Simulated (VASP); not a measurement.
A run of VASP 6.6.1 is set up as follows.

File INCAR:

```
SYSTEM = AlP
PREC     = Accurate       ! precision mode
ENCUT    = 500            ! plane-wave cutoff, eV
EDIFF    = 1E-6           ! SCF threshold, eV
ISMEAR   = 0              ! smearing method
SIGMA    = 0.01           ! smearing width, eV
LREAL    = .FALSE.        ! projectors in reciprocal space
LASPH    = .TRUE.         ! aspherical terms in the spheres
NELM     = 120            ! most SCF steps
ALGO     = Normal         ! electronic algorithm
ISIF     = 2              ! what is computed and relaxed
LWAVE    = .FALSE.        ! write WAVECAR
LCHARG   = .FALSE.        ! write CHGCAR
GGA      = PE             ! functional
NBANDS   = 11             ! bands
GGA_COMPAT= .FALSE.
```

KPOINTS

```
Automatic mesh
0
G
  3 3 3
  0 0 0
```

The input POSCAR:

```
AlP
1.0
    0.0000000000      2.7315000000      2.7315000000
    2.7315000000      0.0000000000      2.7315000000
    2.7315000000      2.7315000000      0.0000000000
Al P
1 1
Direct
    0.0000000000      0.0000000000      0.0000000000
    0.2500000000      0.2500000000      0.2500000000
```

Potentials or basis: VASP PAW PBE potentials, release 64 (Al, P).

The run is started by

```bash
$ cat potpaw_PBE.64/Al/POTCAR potpaw_PBE.64/P/POTCAR > POTCAR
$ mpirun -np 1 vasp_std > vasp.out
```

**Question.** What does it give for the pressure?

**Answer.** 3.4 GPa.

**Question.** Estimate the band gap on the k mesh.

**Answer.** 2.15 eV, indirect (least direct gap 3.28 eV).

Caveat: the k points lie up to 0.66 Å⁻¹ apart. A k mesh can miss the band edges.
